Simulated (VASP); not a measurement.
# TiAl (P-6m2) in VASP: a series of runs

The runs below take TiAl through single point, with r2SCAN, PBE.

Everything below comes from runs of VASP 6.6.1. Logs are shortened: lines on timing, memory, paths and dates and some standing lists are left out, and cuts for length are marked.

## (1) The cell of the first run

It takes space group P-6m2 (No. 187, hexagonal). Conventional cell: a = 2.777 Å, b = 2.777 Å, c = 4.531 Å, α = 90.00°, β = 90.00°, γ = 120.00°. Ti (site symmetry -6m2) has 6 Al at 2.78 Å and 6 Ti at 2.78 Å within 3.7 Å. Within 3.7 Å of Al (site symmetry -6m2) lie 6 Ti at 2.78 Å and 6 Al at 2.78 Å.

## (2) Single point, r2SCAN (functional r2SCAN, strained)

Input file POSCAR:

```
TiAl
1.0
    2.7773162165      0.0000000000      0.0000000000
   -1.3886581082      2.4052263978      0.0000000000
    0.0000000000      0.0000000000      4.5313315363
Ti Al
1 1
Direct
    0.0000000000      0.0000000000      0.0000000000
    0.3333333300      0.6666666700      0.5000000000
```

Input file INCAR.step1:

```
SYSTEM = TiAl
PREC = Accurate ; ENCUT = 520
ISMEAR = 0 ; SIGMA = 0.1
LREAL = .False. ; LASPH = .True.
NELM = 100 ; NBANDS = 14
GGA = PE ; ALGO = Normal
EDIFF = 1E-4 ; LWAVE = .True.
LCHARG = .False.
```

Input file INCAR.step2:

```
SYSTEM = TiAl
PREC = Accurate ; ENCUT = 520
EDIFF = 1E-7 ; ISMEAR = 0
SIGMA = 0.1 ; LREAL = .False.
LASPH = .True. ; NELM = 100
ALGO = Normal ; ISIF = 2
LWAVE = .False. ; LCHARG = .False.
METAGGA = R2SCAN ; LMIXTAU = .True.
NBANDS = 14 ; ISTART = 1
```

Input file KPOINTS:

```
Automatic mesh
0
Gamma
  18 18 10
  0 0 0
```

Potentials or basis: VASP PAW PBE potentials, release 64 (Ti_sv, Al).

Run with:

```console
$ cat potpaw_PBE.64/Ti_sv/POTCAR potpaw_PBE.64/Al/POTCAR > POTCAR
$ cp INCAR.step1 INCAR
$ mpirun -np 1 vasp_std > vasp.out
$ cp INCAR.step2 INCAR
$ mpirun -np 1 vasp_std > vasp.out
```

OUTCAR:

```text
SYSTEM = TiAl
   PREC = Accurate
   ENCUT = 520
   EDIFF = 1E-7
   ISMEAR = 0
   LREAL = .False.
   LASPH = .True.
   NELM = 100
   ISIF = 2
   METAGGA = R2SCAN
   ISTART = 1

 ion  position               nearest neighbor table
   1  0.000  0.000  0.000-   2 2.78   2 2.78   2 2.78   2 2.78   2 2.78   2 2.78
   2  0.333  0.667  0.500-   1 2.78   1 2.78   1 2.78   1 2.78   1 2.78   1 2.78

  LATTYP: Found a hexagonal cell.
 ALAT       =     2.7773162165
 C/A-ratio  =     1.6315504549

  Lattice vectors:

 A1 = (   2.7773162165,   0.0000000000,   0.0000000000)
 A2 = (  -1.3886581082,   2.4052263978,   0.0000000000)
 A3 = (   0.0000000000,   0.0000000000,   4.5313315363)

Analysis of symmetry for initial positions (statically):
=====================================================================
 Subroutine PRICEL returns:
 Original cell was already a primitive cell.

 Routine SETGRP: Setting up the symmetry group for a
 hexagonal supercell.

 Subroutine GETGRP returns: Found 12 space group operations
 (whereof 12 operations were pure point group operations)
 out of a pool of 24 trial point group operations.

The static configuration has the point symmetry D_3h.

Analysis of symmetry for dynamics (positions and initial velocities):
=====================================================================
 Subroutine PRICEL returns:
 Original cell was already a primitive cell.

 Routine SETGRP: Setting up the symmetry group for a
 hexagonal supercell.

 Subroutine GETGRP returns: Found 12 space group operations
 (whereof 12 operations were pure point group operations)
 out of a pool of 24 trial point group operations.

The dynamic configuration has the point symmetry D_3h.

 Subroutine INISYM returns: Found 12 space group operations
 (whereof 12 operations are pure point group operations),
 and found     1 'primitive' translations

----------------------------------------------------------------------------------------

                                     Primitive cell

  volume of cell :      30.2696

  direct lattice vectors                    reciprocal lattice vectors
     2.777316217  0.000000000  0.000000000     0.360059828  0.207880639  0.000000000
    -1.388658108  2.405226398  0.000000000     0.000000000  0.415761278  0.000000000
     0.000000000  0.000000000  4.531331536     0.000000000  0.000000000  0.220685684

  length of vectors
     2.777316217  2.777316216  4.531331536     0.415761278  0.415761278  0.220685684

  position of ions in fractional coordinates (direct lattice)
     0.000000000  0.000000000  0.000000000
     0.333333330  0.666666670  0.500000000

  ion indices of the primitive-cell ions
   primitive index   ion index
                 1           1
                 2           2

----------------------------------------------------------------------------------------

 KPOINTS: Automatic mesh

Automatic generation of k-mesh.
 Grid dimensions read from file:
 generate k-points for:   18   18   10

 Generating k-lattice:

  Cartesian coordinates                     Fractional coordinates (reciprocal lattice)
     0.020003324  0.011548924  0.000000000     0.055555556 -0.000000000  0.000000000
     0.000000000  0.023097849  0.000000000     0.000000000  0.055555556  0.000000000
     0.000000000  0.000000000  0.022068568     0.000000000  0.000000000  0.100000000

  Length of vectors
     0.023097849  0.023097849  0.022068568

  Shift w.r.t. Gamma in fractional coordinates (k-lattice)
     0.000000000  0.000000000  0.000000000

 Subroutine IBZKPT returns following result:
 ===========================================

 Found    222 irreducible k-points:

 Following reciprocal coordinates:
            Coordinates               Weight
  0.000000  0.000000  0.000000      1.000000
  0.055556  0.000000  0.000000      6.000000
  0.111111  0.000000  0.000000      6.000000
  0.166667  0.000000  0.000000      6.000000
  0.222222 -0.000000  0.000000      6.000000
  0.277778  0.000000  0.000000      6.000000
[... 16 lines left out ...]
  0.333333  0.111111  0.000000     12.000000
  0.388889  0.111111  0.000000     12.000000
 [... further k-points ...]
   k-points           NKPTS =    222   k-points in BZ     NKDIM =    222   number of bands    NBANDS=     14
   number of dos      NEDOS =    301   number of ions     NIONS =      2
   total plane-waves  NPLWV =  20736
   dimension x,y,z NGX =    24 NGY =   24 NGZ =   36
   dimension x,y,z NGXF=    48 NGYF=   48 NGZF=   72
   ions per type =               1   1
   NGX,Y,Z   is equivalent  to a cutoff of  14.37, 14.37, 13.21 a.u.
   NGXF,Y,Z  is equivalent  to a cutoff of  28.73, 28.73, 26.42 a.u.
 SYSTEM =  TiAl
   PREC   = accura    normal or accurate (medium, high low for compatibility)
   ISTART =      1    job   : 0-new  1-cont  2-samecut
   ICHARG =      0    charge: 1-file 2-atom 10-const
   ISPIN  =      1    spin polarized calculation?
   LNONCOLLINEAR =      F non collinear calculations
   LSORBIT =      F    spin-orbit coupling
   LASPH  =      T    aspherical Exc in radial PAW
   ENCUT  =  520.0 eV  38.22 Ry    6.18 a.u.   5.16  5.16  8.43*2*pi/ulx,y,z
   NELM   =    100;   NELMIN=  2; NELMDL=  0     # of ELM steps
   EDIFF  = 0.1E-06   stopping-criterion for ELM
   LREAL  =      F    real-space projection
   EDIFFG = 0.1E-05   stopping-criterion for IOM
   NSW    =      0    number of steps for IOM
   IBRION =     -1    ionic relax: 0-MD 1-quasi-New 2-CG
   NFREE  =      0    steps in history (QN), initial steepest desc. (CG)
   ISIF   =      2    stress and relaxation
   ISYM   =      2    0-nonsym 1-usesym 2-fastsym
   POTIM  = 0.5000    time-step for ionic-motion
   TEBEG  =    0.0;   TEEND  =   0.0 temperature during run
   PSTRESS=    0.0 pullay stress
   NELECT =      15.0000    total number of electrons
   NUPDOWN=      -1.0000    fix difference up-down
   EMIN   =  10.00;   EMAX   =-10.00  energy-range for DOS
   EFERMI =   0.00;   METHOD = LEGACY
   ISMEAR =     0;   SIGMA  =   0.10  broadening in eV -4-tet -1-fermi 0-gaus
   EFERMI_NEDOS =   21; number of points for ismear=-14 and -15
   IALGO  =     38    algorithm
   IMIX   =      4    mixing-type and parameters
     AMIX     =   0.40;   BMIX     =  1.00
     AMIX_MAG =   1.60;   BMIX_MAG =  1.00
  volume/ion in A,a.u.               =      15.13       102.13
  Fermi-wavevector in a.u.,A,eV,Ry     =   1.295496  2.448133 22.834806  1.678311
  Thomas-Fermi vector in A             =   2.427012
   LORBIT       =      0    0 simple, 1 ext, 2 COOP (PROOUT), +10 PAW based schemes
   METAGGA = R2SCAN    functional components
   LHFCALC =     F    Hartree Fock is set to
   AEXX    =    0.0000 exact exchange contribution
   IVDW    =     0    specifies the selected vdW correction
   LEPSILON=     F    determine dielectric tensor
   LRPA    =     F    only Hartree local field effects (RPA)
 non-spin polarized calculation
 Gauss-broadening in eV      SIGMA  =   0.10
  energy-cutoff  :      520.00
  volume of cell :       30.27
 maximum number of plane-waves:       829
 NGX is ok and might be reduce to    24
   NGX = 11   NGY = 11   NGZ = 17

 number of electron      14.9999997 magnetization

 Free energy of the ion-electron system (eV)
  ---------------------------------------------------
  ext. energy  EPLUGINS =         0.00000000
  ---------------------------------------------------
  free energy    TOTEN  =       -20.14755253 eV

  energy without entropy =      -20.13682968  energy(sigma->0) =      -20.14219111

 E-fermi :   8.8523     XC(G=0): -12.1851

 val. band max:        8.8463194432   @ k =   0.3333   0.3333   0.5000
 cond. band min:       8.8558544739   @ k =   0.1111   0.1111   0.4000
 fundamental gap:      0.0095350307
 Fermi energy:         8.8522924958

 k-point     1 :       0.0000    0.0000    0.0000
  band No.  band energies     occupation
      1     -49.7684      2.00000
      2     -25.0674      2.00000
      3     -24.5169      2.00000
      4     -24.5169      2.00000
      5      -1.0796      2.00000
      6       6.3164      2.00000
      7       6.7229      2.00000
      8      10.4141      0.00000
      9      10.4141      0.00000
     10      12.2692      0.00000
     11      12.2692      0.00000
     12      13.5762      0.00000
     13      23.2083      0.00000
     14      23.2083      0.00000

 k-point     2 :       0.0556    0.0000    0.0000
  band No.  band energies     occupation
      1     -49.7640      2.00000
      2     -25.0632      2.00000
      3     -24.5426      2.00000
      4     -24.5226      2.00000
      5      -0.9927      2.00000
      6       6.4114      2.00000
      7       6.7332      2.00000
      8      10.3202      0.00000
      9      10.4879      0.00000
     10      12.2428      0.00000
     11      12.2819      0.00000
     12      13.5983      0.00000
     13      21.9131      0.00000
     14      22.5720      0.00000

 k-point     3 :       0.1111    0.0000    0.0000
  band No.  band energies     occupation
      1     -49.7514      2.00000
      2     -25.0511      2.00000
      3     -24.6159      2.00000
      4     -24.5387      2.00000
      5      -0.7338      2.00000
      6       6.6835      2.00000
      7       6.7628      2.00000
      8      10.0644      0.00000
      9      10.7049      0.00000
     10      12.1673      0.00000
     11      12.3233      0.00000
     12      13.6591      0.00000
     13      19.8810      0.00000
     14      21.6221      0.00000

 k-point     4 :       0.1667    0.0000    0.0000
  band No.  band energies     occupation
      1     -49.7321      2.00000
      2     -25.0326      2.00000
      3     -24.7272      2.00000
      4     -24.5634      2.00000
      5      -0.3077      2.00000
      6       6.8081      2.00000
      7       7.0865      2.00000
      8       9.7158      0.00000
      9      11.0519      0.00000
     10      12.0539      0.00000
     11      12.4011      0.00000
     12      13.7403      0.00000
     13      17.8955      0.00000
     14      20.7367      0.00000

 k-point     5 :       0.2222   -0.0000    0.0000
  band No.  band energies     occupation
      1     -49.7083      2.00000
      2     -25.0098      2.00000
      3     -24.8621      2.00000
      4     -24.5935      2.00000
      5       0.2783      2.00000
      6       6.8636      2.00000
      7       7.5122      2.00000
      8       9.3720      0.00000
      9      11.5054      0.00000
     10      11.9179      0.00000
     11      12.5240      0.00000
[... 276 lines left out ...]
 k-point    22 :       0.2778    0.1111    0.0000
  band No.  band energies     occupation
      1     -49.6523      2.00000
      2     -25.1307      2.00000
      3     -24.9564      2.00000
      4     -24.7041      2.00000
      5       2.1287      2.00000
      6       7.0689      2.00000
      7       7.8926      2.00000
      8       8.7587      1.81458
      9      11.1652      0.00000
     10      12.1538      0.00000
     11      13.3844      0.00000
     12      13.6612      0.00000
     13      14.8255      0.00000
     14      16.6481      0.00000

 k-point    23 :       0.3333    0.1111    0.0000
  band No.  band energies     occupation
      1     -49.6338      2.00000
      2     -25.2219      2.00000
      3     -24.9387      2.00000
      4     -24.7355      2.00000
      5       3.1155      2.00000
      6       7.1514      2.00000
      7       7.5026      2.00000
      8       8.3256      2.00000
      9      10.9408      0.00000
     10      12.2354      0.00000
     11      13.6780      0.00000
     12      13.7497      0.00000
     13      15.0433      0.00000
     14      16.4560      0.00000

 k-point    24 :       0.3889    0.1111    0.0000
  band No.  band energies     occupation
      1     -49.6216      2.00000
      2     -25.2811      2.00000
      3     -24.9272      2.00000
      4     -24.7560      2.00000
      5       4.1703      2.00000
      6       6.7303      2.00000
      7       7.2125      2.00000
      8       7.9382      2.00000
      9      10.7859      0.00000
     10      12.4997      0.00000
     11      13.6903      0.00000
     12      14.0569      0.00000
     13      15.1939      0.00000
     14      16.5970      0.00000

 [... further k-points ...]

------------------------ aborting loop because EDIFF is reached ----------------------------------------

  FORCE on cell =-STRESS in cart. coord.  units (eV):
  Direction    XX          YY          ZZ          XY          YZ          ZX
  --------------------------------------------------------------------------------------
  -------------------------------------------------------------------------------------
  Total        2.1638699      2.1638699      2.2443030      0.0000000      0.0000000     -0.0000000
  in kB      114.5340465    114.5340465    118.7913864      0.0000000      0.0000000     -0.0000000
  external PRESSURE =     115.9531598 kB  Pullay stress =       0.0000000 kB

 VOLUME and BASIS-vectors are now :
 -----------------------------------------------------------------------------
  energy-cutoff  :      520.00
  volume of cell :       30.27
      direct lattice vectors                 reciprocal lattice vectors
     2.777316217  0.000000000  0.000000000     0.360059828  0.207880639  0.000000000
    -1.388658108  2.405226398  0.000000000     0.000000000  0.415761278  0.000000000
     0.000000000  0.000000000  4.531331536     0.000000000  0.000000000  0.220685684

 POSITION                                       TOTAL-FORCE (eV/Angst)
 -----------------------------------------------------------------------------------
      0.00000      0.00000      0.00000        -0.000000      0.000000      0.000000
     -0.00000      1.60348      2.26567         0.000000      0.000000      0.000000
 -----------------------------------------------------------------------------------
    total drift:                                0.000003     -0.000002      0.000000

  FREE ENERGIE OF THE ION-ELECTRON SYSTEM (eV)
  ---------------------------------------------------
  free  energy   TOTEN  =       -20.1475525311 eV

  energy  without entropy=      -20.1368296816  energy(sigma->0) =      -20.14219111
```

Run time: 2.7 min. Hardware: 1 thread of Intel Xeon 6975P-C (Granite Rapids), shared host; peak memory 0.23 GiB.

Results:

```
Free energy : -20.1476 eV
Pressure    : 11.6 GPa
```

Levels at points of the mesh, in eV from the Fermi level:
```tsv
k point	band 3	band 4	band 5	band 6	band 7	band 8	band 9	band 10	band 11	band 12
(0.00, 0.00, 0.00)	-33.37	-33.37	-9.93	-2.54	-2.13	1.56	1.56	3.42	3.42	4.72
(0.50, 0.00, 0.00)	-33.78	-33.55	-4.18	-2.99	-1.79	-1.18	2.60	4.55	4.72	4.81
(0.00, 0.00, 0.50)	-33.37	-33.37	-8.90	-5.84	-0.51	1.57	1.57	3.32	3.32	7.46
(0.50, 0.00, 0.50)	-33.78	-33.55	-4.11	-2.64	-2.10	0.61	1.13	2.38	3.63	4.72
```

Caveat: the cell differs from its parent crystal (functional r2SCAN, strained); the PAW data sets were made with another functional, which shifts forces and pressure a little.

[end of part 1 of 2]
